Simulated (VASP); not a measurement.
Here is a VASP 6.6.1 calculation.

INCAR

```
PREC = Accurate
ENCUT = 520
EDIFF = 1E-7
ISMEAR = -1
SIGMA = 0.05
LREAL = False
LASPH = True
NELM = 80
ALGO = Normal
ISIF = 2
LWAVE = False
LCHARG = True
GGA = PE
LELF = True
LVHAR = True
NBANDS = 8
```

File KPOINTS:

```
Automatic mesh
0
Gamma
  13 13 12
```

Contents of POSCAR:

```
Sb
1.0
    3.1688885968      0.0000000000      0.0000000000
   -1.5844442984      2.7443380266      0.0000000000
    0.0000000000      0.0000000000      3.0176227213
Sb
1
Direct
    0.0000000000      0.0000000000      0.0000000000
```

Potentials or basis: VASP PAW PBE potentials, release 64 (Sb).

The run is started by

```console
$ cat potpaw_PBE.64/Sb/POTCAR > POTCAR
$ mpirun -np 1 vasp_std > vasp.out
```

Predict the pressure.

7.6 GPa.
